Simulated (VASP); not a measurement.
Crystal: MgO.

```
CELL_PARAMETERS angstrom
2.55193 0.00000 0.00000
0.00000 2.55193 0.00000
0.00000 0.00000 2.55193
ATOMIC_POSITIONS crystal
Mg 0.00000 0.00000 0.00000
O 0.50000 0.50000 0.50000
```

This cell differs from its parent crystal: volume scaled by 0.920.

Base run:

* Program: VASP 6.6.1
* Functional: r2SCAN
* Potentials or basis: VASP PAW PBE potentials, release 64 (Mg_sv, O)
* Cutoff: 660 eV
* k mesh: 10 × 10 × 10
* Occupations: gaussian, width 0.05 eV
* Spin: no spin polarisation

Its results: band gap on the k mesh 4.39 eV, indirect (least direct gap 5.54 eV); pressure 15.0 GPa.

**Question.** The run is repeated on the same cell with these changes: potentials or basis from VASP PAW PBE potentials, release 64 (Mg_sv, O) to VASP PAW PBE potentials, release 64 (Mg, O); cutoff from 660 eV to 520 eV; further incar settings from ALGO = Normal; EDIFF = 1e-06; NBANDS = 15 to ALGO = Normal; EDIFF = 1e-06; NBANDS = 11; valence electrons from 16 to 8. What comes out?

**Answer.** Band gap on the k mesh 4.31 eV, indirect (least direct gap 5.47 eV); pressure 14.2 GPa.

Caveats: the PAW data sets were made with another functional, which shifts forces and pressure a little.

A k mesh can miss the band edges.
